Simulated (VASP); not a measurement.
# AlGa3N4 (Pm) in VASP: notebook

Runs on AlGa3N4. Level: PBEsol. Tasks: single point.

Program: VASP 6.6.1. These are calculated values, not measurements. Logs are shortened: lines on timing, memory, paths and dates and some standing lists are left out, and cuts for length are marked.

**1. The cell of the first run**

Symmetry: Pm, No. 6, monoclinic system. Conventional cell: a = 5.297 Å, b = 3.260 Å, c = 5.561 Å, α = 90.00°, β = 90.04°, γ = 90.00°. Within 2.6 Å of Al (site symmetry m) lie 4 N at 1.93 to 1.96 Å. Within 2.6 Å of Ga (site symmetry m) lie 4 N at 1.98 to 2.01 Å. Within 2.6 Å of Ga (site symmetry m) lie 4 N at 1.97 to 2.02 Å. Within 2.6 Å of Ga (site symmetry m) lie 4 N at 1.99 to 2.01 Å. Within 2.6 Å of N (site symmetry m) lie 1 Al at 1.93 Å and 3 Ga at 2.00 to 2.01 Å. N (site symmetry m) has 2 Al at 1.96 Å and 2 Ga at 1.99 to 2.02 Å within 2.6 Å. Within 2.6 Å of N (site symmetry m) lie 4 Ga at 1.97 to 2.01 Å. N (site symmetry m) has 1 Al at 1.96 Å and 3 Ga at 1.98 to 2.00 Å within 2.6 Å.

**2. Single point, PBEsol (strain +0.030 along x and y, +0.015 along z)**

Input file INCAR:

```
PREC     = Accurate       # precision mode
ENCUT    = 520            # plane-wave cutoff, eV
EDIFF    = 1E-6           # SCF threshold, eV
ISMEAR   = 0              # smearing method
SIGMA    = 0.05           # smearing width, eV
LREAL    = F              # projectors in reciprocal space
LASPH    = T              # aspherical terms in the spheres
NELM     = 60             # most SCF steps
ALGO     = Normal         # electronic algorithm
ISIF     = 2              # what is computed and relaxed
LWAVE    = F              # write WAVECAR
LCHARG   = F              # write CHGCAR
GGA      = PS             # functional
NBANDS   = 41             # bands
```

Input file KPOINTS:

```
regular mesh
0
Gamma
  6 8 6
```

Input file POSCAR:

```
AlGa3N4
1.0
    5.2966217354      0.0000000000      0.0001233252
    0.0000000000      3.2599343446      0.0000000000
   -0.0036932605      0.0000000000      5.5606715498
Al Ga N
1 3 4
Direct
    0.0006034227      0.5000000000      0.6673576245
    0.4991167030      0.5000000000      0.3349195796
    0.4990273845      0.0000000000      0.8315570005
    0.9998617813      0.0000000000      0.1661805284
    0.1196687538      0.5000000000      0.3400974154
    0.1176459792      0.0000000000      0.8263760592
    0.6204436392      0.0000000000      0.1662162869
    0.6312323464      0.5000000000      0.6672965055
```

Potentials or basis: VASP PAW PBE potentials, release 64 (Al, Ga_d, N).

The run is started by

```console
$ cat potpaw_PBE.64/Al/POTCAR potpaw_PBE.64/Ga_d/POTCAR potpaw_PBE.64/N/POTCAR > POTCAR
$ mpirun -np 1 vasp_std > vasp.out
```

OUTCAR:

```text
PREC = Accurate
   ENCUT = 520
   EDIFF = 1E-6
   ISMEAR = 0
   LREAL = F
   LASPH = T
   NELM = 60
   ISIF = 2
   GGA = PS

 ion  position               nearest neighbor table
   1  0.001  0.500  0.667-   5 1.93   6 1.96   6 1.96   8 1.96
   2  0.499  0.500  0.335-   8 1.98   7 1.99   7 1.99   5 2.01
   3  0.499  0.000  0.832-   7 1.97   8 2.00   8 2.00   6 2.02
   4  1.000  0.000  0.166-   6 1.99   5 2.00   5 2.00   7 2.01
   5  0.120  0.500  0.340-   1 1.93   4 2.00   4 2.00   2 2.01
   6  0.118  0.000  0.826-   1 1.96   1 1.96   4 1.99   3 2.02
   7  0.620  0.000  0.166-   3 1.97   2 1.99   2 1.99   4 2.01
   8  0.631  0.500  0.667-   1 1.96   2 1.98   3 2.00   3 2.00

  LATTYP: Found a simple monoclinic cell.
 ALAT       =     5.2966217368
 B/A-ratio  =     0.6154742601
 C/A-ratio  =     1.0498527274
 COS(beta)  =    -0.0006408914

  Lattice vectors:

 A1 = (   5.2966217354,   0.0000000000,   0.0001233252)
 A2 = (   0.0000000000,   3.2599343446,   0.0000000000)
 A3 = (  -0.0036932605,   0.0000000000,   5.5606715498)

Analysis of symmetry for initial positions (statically):
=====================================================================
 Subroutine PRICEL returns:
 Original cell was already a primitive cell.

 Routine SETGRP: Setting up the symmetry group for a
 simple monoclinic supercell.

 Subroutine GETGRP returns: Found  2 space group operations
 (whereof  2 operations were pure point group operations)
 out of a pool of  4 trial point group operations.

The static configuration has the point symmetry C_1h.

Analysis of symmetry for dynamics (positions and initial velocities):
=====================================================================
 Subroutine PRICEL returns:
 Original cell was already a primitive cell.

 Routine SETGRP: Setting up the symmetry group for a
 simple monoclinic supercell.

 Subroutine GETGRP returns: Found  2 space group operations
 (whereof  2 operations were pure point group operations)
 out of a pool of  4 trial point group operations.

The dynamic configuration has the point symmetry C_1h.

 Subroutine INISYM returns: Found  2 space group operations
 (whereof  2 operations are pure point group operations),
 and found     1 'primitive' translations

----------------------------------------------------------------------------------------
[... 103 lines left out ...]
   ENCUT  =  520.0 eV  38.22 Ry    6.18 a.u.   9.85  6.06 10.34*2*pi/ulx,y,z
   NELM   =     60;   NELMIN=  2; NELMDL= -5     # of ELM steps
   EDIFF  = 0.1E-05   stopping-criterion for ELM
   LREAL  =      F    real-space projection
   EDIFFG = 0.1E-04   stopping-criterion for IOM
   NSW    =      0    number of steps for IOM
   IBRION =     -1    ionic relax: 0-MD 1-quasi-New 2-CG
   NFREE  =      0    steps in history (QN), initial steepest desc. (CG)
   ISIF   =      2    stress and relaxation
   ISYM   =      2    0-nonsym 1-usesym 2-fastsym
   POTIM  = 0.5000    time-step for ionic-motion
   TEBEG  =    0.0;   TEEND  =   0.0 temperature during run
   PSTRESS=    0.0 pullay stress
   NELECT =      62.0000    total number of electrons
   NUPDOWN=      -1.0000    fix difference up-down
   EMIN   =  10.00;   EMAX   =-10.00  energy-range for DOS
   EFERMI =   0.00;   METHOD = LEGACY
   ISMEAR =     0;   SIGMA  =   0.05  broadening in eV -4-tet -1-fermi 0-gaus
   EFERMI_NEDOS =   21; number of points for ismear=-14 and -15
   IALGO  =     38    algorithm
   IMIX   =      4    mixing-type and parameters
     AMIX     =   0.40;   BMIX     =  1.00
     AMIX_MAG =   1.60;   BMIX_MAG =  1.00
  volume/ion in A,a.u.               =      12.00        80.99
  Fermi-wavevector in a.u.,A,eV,Ry     =   1.415013  2.673986 27.242418  2.002261
  Thomas-Fermi vector in A             =   2.536495
   LORBIT       =      0    0 simple, 1 ext, 2 COOP (PROOUT), +10 PAW based schemes
   GGA     = PS    functional components
   LHFCALC =     F    Hartree Fock is set to
   AEXX    =    0.0000 exact exchange contribution
   IVDW    =     0    specifies the selected vdW correction
   LEPSILON=     F    determine dielectric tensor
   LRPA    =     F    only Hartree local field effects (RPA)
 non-spin polarized calculation
 Gauss-broadening in eV      SIGMA  =   0.05
  energy-cutoff  :      520.00
  volume of cell :       96.01
 maximum number of plane-waves:      2624
   NGX = 19   NGY = 13   NGZ = 21

 number of electron      61.9999997 magnetization

 Free energy of the ion-electron system (eV)
  ---------------------------------------------------
  ext. energy  EPLUGINS =         0.00000000
  ---------------------------------------------------
  free energy    TOTEN  =       -54.73593033 eV

  energy without entropy =      -54.73593033  energy(sigma->0) =      -54.73593033

 E-fermi :   4.8863     XC(G=0): -11.3606

 val. band max:        4.6814261012   @ k =   0.0000   0.0000   0.0000
 cond. band min:       6.5255895255   @ k =   0.0000   0.0000   0.0000
 fundamental gap:      1.8441634244
 Fermi energy:         4.8863094344

 k-point     1 :       0.0000    0.0000    0.0000
  band No.  band energies     occupation
      1     -10.5762      2.00000
      2      -9.8656      2.00000
      3      -9.6609      2.00000
      4      -9.4667      2.00000
      5      -8.5425      2.00000
      6      -8.5380      2.00000
[... 1045 lines left out ...]
     40      14.2048      0.00000
     41      14.5505      0.00000

 [... further k-points ...]
[... 5 lines left out ...]
  --------------------------------------------------------------------------------------
  -------------------------------------------------------------------------------------
  Total       -8.1222935     -8.0806947     -5.7291989      0.0000000      0.0000000      0.0003704
  in kB     -135.5358544   -134.8417008    -95.6025371      0.0000000      0.0000000      0.0061815
  external PRESSURE =    -121.9933641 kB  Pullay stress =       0.0000000 kB

 VOLUME and BASIS-vectors are now :
 -----------------------------------------------------------------------------
  energy-cutoff  :      520.00
  volume of cell :       96.01
      direct lattice vectors                 reciprocal lattice vectors
     5.296621735  0.000000000  0.000123325     0.188799585  0.000000000  0.000125396
     0.000000000  3.259934345  0.000000000     0.000000000  0.306754644  0.000000000
    -0.003693261  0.000000000  5.560671550    -0.000004187  0.000000000  0.179834392

 POSITION                                       TOTAL-FORCE (eV/Angst)
 -----------------------------------------------------------------------------------
      0.00073      1.62997      3.71096        -0.066751      0.000000      0.059483
      2.64240      1.62997      1.86244        -0.025335      0.000000     -0.091793
      2.64009      0.00000      4.62408         0.002092      0.000000     -0.060782
      5.29528      0.00000      0.92420        -0.055887      0.000000      0.098892
      0.63258      1.62997      1.89118         0.053676      0.000000     -0.096694
      0.62007      0.00000      4.59522         0.026548      0.000000     -0.101959
      3.28564      0.00000      0.92435         0.036839      0.000000      0.109904
      3.34093      1.62997      3.71069         0.028818      0.000000      0.082949
 -----------------------------------------------------------------------------------
    total drift:                               -0.000557      0.000000     -0.000606

  FREE ENERGIE OF THE ION-ELECTRON SYSTEM (eV)
  ---------------------------------------------------
  free  energy   TOTEN  =       -54.7359303333 eV

  energy  without entropy=      -54.7359303333  energy(sigma->0) =      -54.73593033
```

It took 8.1 min on 1 thread of Oxide Virtual Turin-like, shared host; peak memory 0.38 GiB.

What came out:

| Quantity | Value |
| --- | --- |
| Free energy | -54.7359 eV |
| Pressure | -12.2 GPa |
| Largest force | 0.116 eV/Å |
| Band gap on the k mesh | 1.84 eV, direct |

Forces on the atoms (eV/Å):
```
Al  -0.067  0.000  0.059
Ga  -0.025  0.000 -0.092
Ga   0.002  0.000 -0.061
Ga  -0.056  0.000  0.099
N    0.054  0.000 -0.097
N    0.027  0.000 -0.102
N    0.037  0.000  0.110
N    0.029  0.000  0.083
```

Caveat: the cell differs from its parent crystal (strain +0.030 along x and y, +0.015 along z); the PAW data sets were made with another functional, which shifts forces and pressure a little.

**3. Single point, PBEsol (strain +0.030 along x and y, +0.030 along z)**

Input file INCAR:

```
ALGO = Normal ; EDIFF = 1E-6
ENCUT = 520 ; GGA = PS
ISIF = 2 ; ISMEAR = 0
LASPH = True ; LCHARG = False
LREAL = False ; LWAVE = False
NBANDS = 41 ; NELM = 80
PREC = Accurate ; SIGMA = 0.05
```

Input file KPOINTS:

```
k-points
0
Gamma
  6 8 6
```

Changes to POSCAR since step 2:

```diff
@@ -2,5 +2,5 @@
 1.0
-    5.2966217354      0.0000000000      0.0001233252
+    5.2966217354      0.0000000000      0.0001251478
     0.0000000000      3.2599343446      0.0000000000
-   -0.0036932605      0.0000000000      5.5606715498
+   -0.0036932605      0.0000000000      5.6428489618
 Al Ga N
```

Potentials or basis: VASP PAW PBE potentials, release 64 (Al, Ga_d, N).

The run is started by

```console
$ cat potpaw_PBE.64/Al/POTCAR potpaw_PBE.64/Ga_d/POTCAR potpaw_PBE.64/N/POTCAR > POTCAR
$ mpirun -np 1 vasp_std > vasp.out
```

OUTCAR:

```text
EDIFF = 1E-6
   ENCUT = 520
   GGA = PS
   ISIF = 2
   ISMEAR = 0
   LASPH = True
   LREAL = False
   NELM = 80
   PREC = Accurate

 ion  position               nearest neighbor table
   1  0.001  0.500  0.667-   5 1.95   8 1.96   6 1.96   6 1.96
   2  0.499  0.500  0.335-   7 1.99   7 1.99   8 2.00   5 2.01
   3  0.499  0.000  0.832-   7 1.99   8 2.00   8 2.00   6 2.02
   4  1.000  0.000  0.166-   5 2.01   5 2.01   7 2.01   6 2.02
   5  0.120  0.500  0.340-   1 1.95   4 2.01   4 2.01   2 2.01
   6  0.118  0.000  0.826-   1 1.96   1 1.96   4 2.02   3 2.02
   7  0.620  0.000  0.166-   2 1.99   2 1.99   3 1.99   4 2.01
   8  0.631  0.500  0.667-   1 1.96   2 2.00   3 2.00   3 2.00

  LATTYP: Found a simple monoclinic cell.
 ALAT       =     5.2966217369
 B/A-ratio  =     0.6154742601
 C/A-ratio  =     1.0653677855
 COS(beta)  =    -0.0006308748

  Lattice vectors:

 A1 = (   5.2966217354,   0.0000000000,   0.0001251478)
 A2 = (   0.0000000000,   3.2599343446,   0.0000000000)
 A3 = (  -0.0036932605,   0.0000000000,   5.6428489618)

Analysis of symmetry for initial positions (statically):
=====================================================================
 Subroutine PRICEL returns:
 Original cell was already a primitive cell.

 Routine SETGRP: Setting up the symmetry group for a
 simple monoclinic supercell.

 Subroutine GETGRP returns: Found  2 space group operations
 (whereof  2 operations were pure point group operations)
 out of a pool of  4 trial point group operations.

The static configuration has the point symmetry C_1h.

Analysis of symmetry for dynamics (positions and initial velocities):
=====================================================================
 Subroutine PRICEL returns:
 Original cell was already a primitive cell.

 Routine SETGRP: Setting up the symmetry group for a
 simple monoclinic supercell.

[... 133 lines left out ...]
   IALGO  =     38    algorithm
   IMIX   =      4    mixing-type and parameters
     AMIX     =   0.40;   BMIX     =  1.00
     AMIX_MAG =   1.60;   BMIX_MAG =  1.00
  volume/ion in A,a.u.               =      12.18        82.19
  Fermi-wavevector in a.u.,A,eV,Ry     =   1.408110  2.660942 26.977283  1.982774
  Thomas-Fermi vector in A             =   2.530301
   LORBIT       =      0    0 simple, 1 ext, 2 COOP (PROOUT), +10 PAW based schemes
   GGA     = PS    functional components
   LHFCALC =     F    Hartree Fock is set to
   AEXX    =    0.0000 exact exchange contribution
   IVDW    =     0    specifies the selected vdW correction
   LEPSILON=     F    determine dielectric tensor
   LRPA    =     F    only Hartree local field effects (RPA)
 non-spin polarized calculation
 Gauss-broadening in eV      SIGMA  =   0.05
  energy-cutoff  :      520.00
  volume of cell :       97.43
 maximum number of plane-waves:      2664
   NGX = 19   NGY = 13   NGZ = 21

 number of electron      62.0000018 magnetization

 Free energy of the ion-electron system (eV)
  ---------------------------------------------------
  ext. energy  EPLUGINS =         0.00000000
  ---------------------------------------------------
  free energy    TOTEN  =       -54.63080089 eV

  energy without entropy =      -54.63080089  energy(sigma->0) =      -54.63080089

 E-fermi :   4.7810     XC(G=0): -11.2870

 val. band max:        4.5250335878   @ k =   0.0000   0.0000   0.0000
 cond. band min:       6.2932845503   @ k =   0.0000   0.0000   0.0000
 fundamental gap:      1.7682509625
 Fermi energy:         4.7809615945

 k-point     1 :       0.0000    0.0000    0.0000
  band No.  band energies     occupation
      1     -10.6106      2.00000
      2      -9.9515      2.00000
      3      -9.7531      2.00000
      4      -9.5630      2.00000
      5      -8.6845      2.00000
      6      -8.6827      2.00000
[... 1045 lines left out ...]
     40      13.9491      0.00000
     41      14.2711      0.00000

 [... further k-points ...]
[... 5 lines left out ...]
  --------------------------------------------------------------------------------------
  -------------------------------------------------------------------------------------
  Total       -8.5441345     -8.7056268     -8.6786629      0.0000000      0.0000000     -0.0007258
  in kB     -140.4987343   -143.1542953   -142.7109046      0.0000000      0.0000000     -0.0119352
  external PRESSURE =    -142.1213114 kB  Pullay stress =       0.0000000 kB

 VOLUME and BASIS-vectors are now :
 -----------------------------------------------------------------------------
  energy-cutoff  :      520.00
  volume of cell :       97.43
      direct lattice vectors                 reciprocal lattice vectors
     5.296621735  0.000000000  0.000125148     0.188799585  0.000000000  0.000123570
     0.000000000  3.259934345  0.000000000     0.000000000  0.306754644  0.000000000
    -0.003693261  0.000000000  5.642848962    -0.000004187  0.000000000  0.177215444

 POSITION                                       TOTAL-FORCE (eV/Angst)
 -----------------------------------------------------------------------------------
      0.00073      1.62997      3.76580        -0.018629      0.000000     -0.022560
      2.64240      1.62997      1.88996         0.024417      0.000000     -0.019818
      2.64009      0.00000      4.69241         0.048671      0.000000      0.023520
      5.29528      0.00000      0.93786        -0.017964      0.000000      0.029173
      0.63258      1.62997      1.91913         0.001364      0.000000      0.010246
      0.62007      0.00000      4.66313        -0.006933      0.000000     -0.015773
      3.28564      0.00000      0.93801        -0.005271      0.000000      0.006961
      3.34093      1.62997      3.76553        -0.025656      0.000000     -0.011749
 -----------------------------------------------------------------------------------
    total drift:                               -0.000388      0.000000      0.000490

  FREE ENERGIE OF THE ION-ELECTRON SYSTEM (eV)
  ---------------------------------------------------
  free  energy   TOTEN  =       -54.6308008927 eV

  energy  without entropy=      -54.6308008927  energy(sigma->0) =      -54.63080089
```

stdout:

```text
POSCAR found type information on POSCAR AlGaN
 POSCAR found :  3 types and       8 ions
 scaLAPACK will be used
 -----------------------------------------------------------------------------
|                                                                             |
|                                                                             |
|     You enforced a specific xc type in the INCAR file but a different       |
|     I HOPE YOU KNOW WHAT YOU ARE DOING!                                     |
|                                                                             |
 -----------------------------------------------------------------------------

 LDA part: xc-table for (Slater+PW92), standard interpolation
 POSCAR, INCAR and KPOINTS ok, starting setup
 FFT: planning ... GRIDC
 FFT: planning ... GRID_SOFT
 FFT: planning ... GRID
 WAVECAR not read
 entering main loop
```

It took 7.9 min on 1 thread of Oxide Virtual Turin-like, shared host; peak memory 0.38 GiB.

What came out:

```
Free energy            : -54.6308 eV
Pressure               : -14.2 GPa
Largest force          : 0.054 eV/Å
Band gap on the k mesh : 1.77 eV, direct
```

Forces in eV/Å, atoms in the order of the input:
```
Al  -0.019  0.000 -0.023
Ga   0.024  0.000 -0.020
Ga   0.049  0.000  0.024
Ga  -0.018  0.000  0.029
N    0.001  0.000  0.010
N   -0.007  0.000 -0.016
N   -0.005  0.000  0.007
N   -0.026  0.000 -0.012
```

Stress tensor (GPa, compression positive):
```
-14.05   0.00   0.00
  0.00 -14.32   0.00
  0.00   0.00 -14.27
```

Caveat: the cell differs from its parent crystal (strain +0.030 along x and y, +0.030 along z); the PAW data sets were made with another functional, which shifts forces and pressure a little.
